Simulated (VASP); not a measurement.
Input of a VASP 6.6.1 run:

INCAR

```
SYSTEM = Sn3O2
  ALGO = Fast
  EDIFF = 1E-6
  ENCUT = 520
  GGA = PE
  ISIF = 2
  ISMEAR = 0
  LASPH = .True.
  LCHARG = .False.
  LREAL = .False.
  LWAVE = .False.
  NBANDS = 65
  NELM = 100
  PREC = Accurate
  SIGMA = 0.1
```

KPOINTS

```
k-points
0
Gamma
  8 8 2
  0 0 0
```

Contents of POSCAR:

```
Sn3O2
1.0
    3.7448721120      0.0000000000      0.0000000000
    0.0000000000      3.7448721120      0.0000000000
    0.0000000000      0.0000000000     13.3200571742
Sn O
6 4
Direct
    0.0000000000      0.5000000000      0.2685649435
    0.5000000000      0.0000000000      0.0890747285
    0.5000000000      0.0000000000      0.7314350565
    0.0000000000      0.5000000000      0.9109252715
    0.5000000000      0.0000000000      0.4339742212
    0.0000000000      0.5000000000      0.5660257788
    0.5000000000      0.5000000000      0.1775416077
    0.0000000000      0.0000000000      0.1775416077
    0.5000000000      0.5000000000      0.8224583923
    0.0000000000      0.0000000000      0.8224583923
```

Potentials or basis: VASP PAW PBE potentials, release 64 (Sn_d, O).

Run with:

```console
$ cat potpaw_PBE.64/Sn_d/POTCAR potpaw_PBE.64/O/POTCAR > POTCAR
$ mpirun -np 1 vasp_std > vasp.out
```

(1) What does it give for the pressure?

(2) What does it give for the largest force?

(3) What does it give for the band gap on the k mesh?

Answers

(1) 3.6 GPa.

(2) 0.085 eV/Å.

(3) zero (bands 54 and 55 overlap by 1.23 eV).

Caveat: the cell stands under pressure; spin-orbit coupling is left out, which moves the levels of the heavy elements.
